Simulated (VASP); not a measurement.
# ZnO (P6_3mc) in VASP: notebook, part 2 of 3

VASP 6.6.1. The steps go on from the part before.

### Step 3. Relaxation of shape and atoms at fixed volume, PBE+D4

The input, INCAR:

```
SYSTEM = ZnO
  PREC = Accurate
  ENCUT = 600
  EDIFF = 1E-6
  ISMEAR = 0
  SIGMA = 0.05
  LREAL = .False.
  LASPH = .True.
  NELM = 100
  ALGO = Normal
  ISIF = 4
  LWAVE = .False.
  LCHARG = .False.
  GGA = PE
  IVDW = 13
  IBRION = 2
  NSW = 60
  EDIFFG = -0.01
```

The input, KPOINTS:

```
Automatic mesh
0
Gamma
  8 8 6
  0 0 0
```

The input, POSCAR:

```
ZnO
1.0
    3.2527065717      0.0000000000      0.0000000000
   -1.6263532858      2.8169265221      0.0000000000
    0.0000000000      0.0000000000      5.2449346432
Zn O
2 2
Direct
    0.3333333333      0.6666666667      0.0014489168
    0.6666666667      0.3333333333      0.5014489168
    0.3333333333      0.6666666667      0.3806510832
    0.6666666667      0.3333333333      0.8806510832
```

Potentials or basis: VASP PAW PBE potentials, release 64 (Zn, O).

On the command line:

```sh
$ cat potpaw_PBE.64/Zn/POTCAR potpaw_PBE.64/O/POTCAR > POTCAR
$ mpirun -np 1 vasp_std > vasp.out
```

Wall time 51 s (1 thread of Intel Xeon 6975P-C, shared host); peak memory 0.2 GiB.

It converged, with:

```yaml
Free_energy: -18.7874 eV
Pressure_after_relaxing: 1.0 GPa
Band_gap_on_the_k_mesh: 0.77 eV, direct
Dispersion_energy_per_atom: -0.236 eV
```

Stress tensor (GPa, compression positive):
```
0.92 0.00 0.00
0.00 0.92 0.00
0.00 0.00 1.09
```

Final structure:
```
Zn O
1.0
     3.25271    0.00000    0.00000
    -1.62635    2.81693    0.00000
     0.00000    0.00000    5.24493
Zn O
2 2
Direct
  0.33333 0.66667 0.00145
  0.66667 0.33333 0.50145
  0.33333 0.66667 0.38065
  0.66667 0.33333 0.88065
```

Levels at points of the mesh, in eV from the valence-band top:
```csv
k point,band 14,band 15,band 16,band 17,band 18,band 19,band 20,band 21,band 22
"(0.00, 0.00, 0.00)",-0.78,-0.78,-0.08,0.00,0.00,0.77,5.19,8.17,12.85
"(0.50, 0.00, 0.00)",-3.52,-2.80,-2.23,-1.27,-0.83,5.73,6.85,7.57,8.44
"(0.00, 0.00, 0.50)",-2.24,-0.39,-0.39,-0.39,-0.39,3.43,3.43,10.03,10.03
"(0.50, 0.00, 0.50)",-3.74,-1.49,-1.49,-1.36,-1.36,5.69,5.69,8.37,8.37
```

Caveat: the relaxation stopped at its first step, so nothing moved.

### Step 4. Relaxation of shape and atoms at fixed volume, RPBE+D4

This run uses another cell than the first one, of 12.04 Å³/atom, 1.002 times its volume.

The input, INCAR:

```
SYSTEM = ZnO
PREC = Accurate
ENCUT = 600
EDIFF = 1E-6
ISMEAR = 0
SIGMA = 0.05
LREAL = .False.
LASPH = .True.
NELM = 60
ALGO = Normal
ISIF = 4
LWAVE = .False.
LCHARG = .False.
GGA = RP
IVDW = 13
IBRION = 2
NSW = 60
EDIFFG = -0.01
```

The input, KPOINTS:

```
regular mesh
0
Gamma
  8 8 6
  0 0 0
```

The input, POSCAR:

```
ZnO
1.0
    3.2554257489      0.0000000000      0.0000000000
   -1.6277128744      2.8192813987      0.0000000000
    0.0000000000      0.0000000000      5.2493192708
Zn O
2 2
Direct
    0.3333333333      0.6666666667      0.0014489168
    0.6666666667      0.3333333333      0.5014489168
    0.3333333333      0.6666666667      0.3806510832
    0.6666666667      0.3333333333      0.8806510832
```

Potentials or basis: VASP PAW PBE potentials, release 64 (Zn, O).

On the command line:

```sh
$ cat potpaw_PBE.64/Zn/POTCAR potpaw_PBE.64/O/POTCAR > POTCAR
$ mpirun -np 1 vasp_std > vasp.out
```

OUTCAR:

```text
SYSTEM = ZnO
   PREC = Accurate
   ENCUT = 600
   EDIFF = 1E-6
   ISMEAR = 0
   LREAL = .False.
   LASPH = .True.
   NELM = 60
   ISIF = 4
   GGA = RP
   IVDW = 13
   IBRION = 2
   NSW = 60
   EDIFFG = -0.01

 ion  position               nearest neighbor table
   1  0.333  0.667  0.001-   4 1.98   4 1.98   4 1.98   3 1.99
   2  0.667  0.333  0.501-   3 1.98   3 1.98   3 1.98   4 1.99
   3  0.333  0.667  0.381-   2 1.98   2 1.98   2 1.98   1 1.99
   4  0.667  0.333  0.881-   1 1.98   1 1.98   1 1.98   2 1.99

  LATTYP: Found a hexagonal cell.
 ALAT       =     3.2554257489
 C/A-ratio  =     1.6124831821

  Lattice vectors:

 A1 = (   3.2554257489,   0.0000000000,   0.0000000000)
 A2 = (  -1.6277128744,   2.8192813987,   0.0000000000)
 A3 = (   0.0000000000,   0.0000000000,   5.2493192708)

Analysis of symmetry for initial positions (statically):
=====================================================================
 Subroutine PRICEL returns:
 Original cell was already a primitive cell.

 Routine SETGRP: Setting up the symmetry group for a
 hexagonal supercell.

 Subroutine GETGRP returns: Found 12 space group operations
 (whereof  6 operations were pure point group operations)
 out of a pool of 24 trial point group operations.

The static configuration has the point symmetry C_3v.
 The point group associated with its full space group is C_6v.

Analysis of symmetry for dynamics (positions and initial velocities):
=====================================================================
 Subroutine PRICEL returns:
 Original cell was already a primitive cell.

 Routine SETGRP: Setting up the symmetry group for a
 hexagonal supercell.

 Subroutine GETGRP returns: Found 12 space group operations
 (whereof  6 operations were pure point group operations)
 out of a pool of 24 trial point group operations.

The dynamic configuration has the point symmetry C_3v.
 The point group associated with its full space group is C_6v.

 Subroutine INISYM returns: Found 12 space group operations
 (whereof  6 operations are pure point group operations),
 and found     1 'primitive' translations

----------------------------------------------------------------------------------------

                                     Primitive cell

  volume of cell :      48.1780

  direct lattice vectors                    reciprocal lattice vectors
     3.255425749  0.000000000  0.000000000     0.307179483  0.177350157  0.000000000
    -1.627712874  2.819281399  0.000000000     0.000000000  0.354700315  0.000000000
     0.000000000  0.000000000  5.249319271     0.000000000  0.000000000  0.190500891

  length of vectors
     3.255425749  3.255425749  5.249319271     0.354700315  0.354700315  0.190500891

  position of ions in fractional coordinates (direct lattice)
     0.333333333  0.666666667  0.001448917
     0.666666667  0.333333333  0.501448917
     0.333333333  0.666666667  0.380651083
     0.666666667  0.333333333  0.880651083

  ion indices of the primitive-cell ions
   primitive index   ion index
                 1           1
                 2           2
                 3           3
                 4           4

----------------------------------------------------------------------------------------

[... 27 lines left out ...]
  0.125000  0.000000  0.000000      6.000000
  0.250000  0.000000  0.000000      6.000000
  0.375000  0.000000  0.000000      6.000000
  0.500000  0.000000  0.000000      3.000000
  0.125000  0.125000  0.000000      6.000000
[... 16 lines left out ...]
  0.250000  0.000000  0.333333     12.000000
  0.375000  0.000000  0.333333     12.000000
 [... further k-points ...]
   k-points           NKPTS =     40   k-points in BZ     NKDIM =     40   number of bands    NBANDS=     22
   number of dos      NEDOS =    301   number of ions     NIONS =      4
   total plane-waves  NPLWV =  32928
   dimension x,y,z NGX =    28 NGY =   28 NGZ =   42
   dimension x,y,z NGXF=    56 NGYF=   56 NGZF=   84
   ions per type =               2   2
   NGX,Y,Z   is equivalent  to a cutoff of  14.30, 14.30, 13.30 a.u.
   NGXF,Y,Z  is equivalent  to a cutoff of  28.60, 28.60, 26.60 a.u.
 SYSTEM =  ZnO
   PREC   = accura    normal or accurate (medium, high low for compatibility)
   ISTART =      0    job   : 0-new  1-cont  2-samecut
   ICHARG =      2    charge: 1-file 2-atom 10-const
   ISPIN  =      1    spin polarized calculation?
   LNONCOLLINEAR =      F non collinear calculations
   LSORBIT =      F    spin-orbit coupling
   LASPH  =      T    aspherical Exc in radial PAW
   ENCUT  =  600.0 eV  44.10 Ry    6.64 a.u.   6.50  6.50 10.48*2*pi/ulx,y,z
   NELM   =     60;   NELMIN=  2; NELMDL= -5     # of ELM steps
   EDIFF  = 0.1E-05   stopping-criterion for ELM
   LREAL  =      F    real-space projection
   EDIFFG = -.1E-01   stopping-criterion for IOM
   NSW    =     60    number of steps for IOM
   IBRION =      2    ionic relax: 0-MD 1-quasi-New 2-CG
   NFREE  =      1    steps in history (QN), initial steepest desc. (CG)
   ISIF   =      4    stress and relaxation
   ISYM   =      2    0-nonsym 1-usesym 2-fastsym
   POTIM  = 0.5000    time-step for ionic-motion
   TEBEG  =    0.0;   TEEND  =   0.0 temperature during run
   PSTRESS=    0.0 pullay stress
   NELECT =      36.0000    total number of electrons
   NUPDOWN=      -1.0000    fix difference up-down
   EMIN   =  10.00;   EMAX   =-10.00  energy-range for DOS
   EFERMI =   0.00;   METHOD = LEGACY
   ISMEAR =     0;   SIGMA  =   0.05  broadening in eV -4-tet -1-fermi 0-gaus
   EFERMI_NEDOS =   21; number of points for ismear=-14 and -15
   IALGO  =     38    algorithm
   IMIX   =      4    mixing-type and parameters
     AMIX     =   0.40;   BMIX     =  1.00
     AMIX_MAG =   1.60;   BMIX_MAG =  1.00
  volume/ion in A,a.u.               =      12.04        81.28
  Fermi-wavevector in a.u.,A,eV,Ry     =   1.485568  2.807317 30.026873  2.206913
  Thomas-Fermi vector in A             =   2.598964
   LORBIT       =      0    0 simple, 1 ext, 2 COOP (PROOUT), +10 PAW based schemes
   GGA     = RP    functional components
   LHFCALC =     F    Hartree Fock is set to
   AEXX    =    0.0000 exact exchange contribution
   IVDW    =    13    specifies the selected vdW correction
   LEPSILON=     F    determine dielectric tensor
   LRPA    =     F    only Hartree local field effects (RPA)
 conjugate gradient relaxation of ions
 non-spin polarized calculation
 Gauss-broadening in eV      SIGMA  =   0.05
  energy-cutoff  :      600.00
  volume of cell :       48.18
 maximum number of plane-waves:      1641
 NGX is ok and might be reduce to    28
   NGX = 13   NGY = 13   NGZ = 21

 number of electron      36.0000009 magnetization

 Free energy of the ion-electron system (eV)
  ---------------------------------------------------
  ext. energy  EPLUGINS =         0.00000000
  ---------------------------------------------------
  free energy    TOTEN  =       -16.29616517 eV

  energy without entropy =      -16.29616517  energy(sigma->0) =      -16.29616517

 E-fermi :   1.5629     XC(G=0): -10.5878

 val. band max:        1.2789668062   @ k =   0.0000   0.0000   0.0000
 cond. band min:       2.1347076919   @ k =   0.0000   0.0000   0.0000
 fundamental gap:      0.8557408856
 Fermi energy:         1.5629495375

 k-point     1 :       0.0000    0.0000    0.0000
  band No.  band energies     occupation
      1     -16.8045      2.00000
      2     -16.1174      2.00000
      3      -4.3472      2.00000
      4      -4.3472      2.00000
      5      -4.3029      2.00000
      6      -4.2372      2.00000
[... 589 lines left out ...]
     21       9.8498      0.00000
     22      10.0574      0.00000

 [... further k-points ...]

------------------------ aborting loop because EDIFF is reached ----------------------------------------

  DFT-D4 for vdW energy calculation

  Edisp (eV):   -2.00833

  FORCE on cell =-STRESS in cart. coord.  units (eV):
  Direction    XX          YY          ZZ          XY          YZ          ZX
  --------------------------------------------------------------------------------------
  -------------------------------------------------------------------------------------
  Total       0.33479     0.33479     0.34707     0.00000     0.00000     0.00000
  in kB      11.13343    11.13343    11.54188     0.00000     0.00000     0.00000
  external pressure =       11.27 kB  Pullay stress =        0.00 kB

 VOLUME and BASIS-vectors are now :
 -----------------------------------------------------------------------------
  energy-cutoff  :      600.00
  volume of cell :       48.18
      direct lattice vectors                 reciprocal lattice vectors
     3.255425749  0.000000000  0.000000000     0.307179483  0.177350157  0.000000000
    -1.627712874  2.819281399  0.000000000     0.000000000  0.354700315  0.000000000
     0.000000000  0.000000000  5.249319271     0.000000000  0.000000000  0.190500891

 POSITION                                       TOTAL-FORCE (eV/Angst)
 -----------------------------------------------------------------------------------
     -0.00000      1.87952      0.00761         0.000000      0.000000     -0.004445
      1.62771      0.93976      2.63227         0.000000      0.000000     -0.004445
     -0.00000      1.87952      1.99816        -0.000000      0.000000      0.004445
      1.62771      0.93976      4.62282         0.000000     -0.000000      0.004445
 -----------------------------------------------------------------------------------
    total drift:                               -0.000000      0.000000     -0.002496

  FREE ENERGIE OF THE ION-ELECTRON SYSTEM (eV)
  ---------------------------------------------------
  free  energy   TOTEN  =       -18.3044909989 eV

  energy  without entropy=      -18.3044909989  energy(sigma->0) =      -18.30449100

 reached required accuracy - stopping structural energy minimisation
```

OSZICAR:

```text
N       E                     dE             d eps       ncg     rms          rms(c)
DAV:   1     0.308180911630E+03    0.30818E+03   -0.20591E+04  1776   0.261E+03
DAV:   2     0.150965169920E+02   -0.29308E+03   -0.28254E+03  1844   0.472E+02
DAV:   3    -0.188247203548E+02   -0.33921E+02   -0.33624E+02  2138   0.165E+02
DAV:   4    -0.195537974410E+02   -0.72908E+00   -0.72826E+00  1892   0.256E+01
DAV:   5    -0.195592584226E+02   -0.54610E-02   -0.54606E-02  2090   0.218E+00    0.147E+01
DAV:   6    -0.161267471995E+02    0.34325E+01   -0.11777E+01  2978   0.720E+01    0.892E+00
DAV:   7    -0.163149721789E+02   -0.18822E+00   -0.26983E+00  1852   0.196E+01    0.527E+00
DAV:   8    -0.163489079856E+02   -0.33936E-01   -0.72645E-01  2640   0.921E+00    0.173E+00
DAV:   9    -0.162918548252E+02    0.57053E-01   -0.17881E-01  2774   0.800E+00    0.296E-01
DAV:  10    -0.162960513600E+02   -0.41965E-02   -0.55528E-02  1784   0.174E+00    0.193E-01
DAV:  11    -0.162960601179E+02   -0.87578E-05   -0.17368E-03  2506   0.615E-01    0.583E-02
DAV:  12    -0.162961784408E+02   -0.11832E-03   -0.23959E-04  2152   0.297E-01    0.561E-02
DAV:  13    -0.162961610766E+02    0.17364E-04   -0.12311E-04  2446   0.231E-01    0.138E-02
DAV:  14    -0.162961653540E+02   -0.42773E-05   -0.49965E-05  1946   0.691E-02    0.360E-03
DAV:  15    -0.162961651738E+02    0.18014E-06   -0.16419E-06  1360   0.157E-02
   1 F= -.18304491E+02 E0= -.18304491E+02  d E =-.183045E+02
```

CONTCAR:

```text
ZnO
   1.00000000000000
     3.2554257489000000    0.0000000000000000    0.0000000000000000
    -1.6277128744000000    2.8192813986999998    0.0000000000000000
     0.0000000000000000    0.0000000000000000    5.2493192708000000
  Zn              O
     2     2
Direct
     0.3333333332999970    0.6666666667000030    0.0014489168000011
     0.6666666667000030    0.3333333332999970    0.5014489168000011
     0.3333333332999970    0.6666666667000030    0.3806510832000001
     0.6666666667000030    0.3333333332999970    0.8806510832000001

  0.00000000E+00  0.00000000E+00  0.00000000E+00
  0.00000000E+00  0.00000000E+00  0.00000000E+00
  0.00000000E+00  0.00000000E+00  0.00000000E+00
  0.00000000E+00  0.00000000E+00  0.00000000E+00
```

It took 55 s on 1 thread of Intel Xeon 6975P-C, shared host; peak memory 0.2 GiB.

What came out:

```
Free energy                  : -18.3045 eV
Pressure after relaxing      : 1.1 GPa
Largest force after relaxing : 0.004 eV/Å
Band gap on the k mesh       : 0.86 eV, direct
Dispersion energy per atom   : -0.502 eV
```

Forces in eV/Å, atoms in the order of the input:
```
Zn   0.000  0.000 -0.004
Zn   0.000  0.000 -0.004
O    0.000  0.000  0.004
O    0.000  0.000  0.004
```

Final structure:
```yaml
crystal:
  lattice:
    - [3.25543, 0.00000, 0.00000]
    - [-1.62771, 2.81928, 0.00000]
    - [0.00000, 0.00000, 5.24932]
  atoms:
    - { symbol: Zn, position: [0.33333, 0.66667, 0.00145] }
    - { symbol: Zn, position: [0.66667, 0.33333, 0.50145] }
    - { symbol: O, position: [0.33333, 0.66667, 0.38065] }
    - { symbol: O, position: [0.66667, 0.33333, 0.88065] }
```

Caveat: the relaxation stopped at its first step, so nothing moved; the PAW data sets were made with another functional, which shifts forces and pressure a little. Expect the measured gap to be larger: semilocal functionals such as RPBE lack the derivative discontinuity.

[end of part 2 of 3]
